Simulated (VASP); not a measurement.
**Hf2N: single point with r2SCAN**

Hf2N:

```
CELL_PARAMETERS angstrom
10.04035 0.00000 0.00000
0.00000 10.04035 0.00000
0.00000 0.00000 6.12668
ATOMIC_POSITIONS crystal
Hf 0.29554 0.29554 0.00000
Hf 0.70446 0.70446 0.00000
Hf 0.79554 0.20446 0.50000
Hf 0.20446 0.79554 0.50000
N 0.00000 0.00000 0.00000
N 0.50000 0.50000 0.50000
```

| Quantity | Value |
| --- | --- |
| Program | VASP 6.6.1 |
| Task | single point |
| Functional | r2SCAN |
| Potentials or basis | VASP PAW PBE potentials, release 64 (Hf_pv, N) |
| Cutoff | 520 eV |
| k mesh | 2 × 2 × 4 |
| Occupations | gaussian, width 0.1 eV |
| Spin | no spin polarisation |
| Dipole correction | no |
| Further INCAR settings | ALGO = Normal; EDIFF = 1e-06; NBANDS = 34 |

```yaml
Pressure: -3.0 GPa
Largest_force: 0.171 eV/Å
Band_gap_on_the_k_mesh: zero (band 25 reaches -2.00 eV, above the bottom of band 26 at -2.16 eV)
```

Forces on the atoms (eV/Å):
```
Hf   0.121  0.121  0.000
Hf  -0.121 -0.121  0.000
Hf   0.121 -0.121  0.000
Hf  -0.121  0.121  0.000
N    0.000  0.000  0.000
N    0.000  0.000  0.000
```

Stress tensor (GPa, compression positive):
```
-2.94  0.00  0.00
 0.00 -2.94  0.00
 0.00  0.00 -3.12
```

Levels at points of the mesh, in eV from the Fermi level:
| k point | band 22 | band 23 | band 24 | band 25 | band 26 | band 27 |
| --- | --- | --- | --- | --- | --- | --- |
| (0.00, 0.00, 0.00) | -0.30 | -0.16 | -0.16 | -0.07 | -0.06 | 0.17 |
| (0.50, 0.00, 0.00) | -0.33 | -0.20 | -0.20 | 0.00 | 0.00 | 0.19 |
| (0.50, 0.50, 0.00) | -0.41 | -0.22 | -0.22 | 0.01 | 0.01 | 0.17 |
| (0.00, 0.00, 0.50) | -0.30 | -0.29 | -0.29 | 0.04 | 0.04 | 0.15 |
| (0.50, 0.00, 0.50) | -0.36 | -0.24 | -0.24 | 0.04 | 0.04 | 0.09 |
| (0.50, 0.50, 0.50) | -0.28 | -0.24 | -0.24 | 0.10 | 0.10 | 0.13 |

It took 33 min on 1 thread of AMD EPYC 9R45 96-Core Processor (Zen 5), on a shared host, peak memory 0.78 GiB.

Caveat: the PAW data sets were made with another functional, which shifts forces and pressure a little; spin-orbit coupling is left out, which moves the levels of the heavy elements.
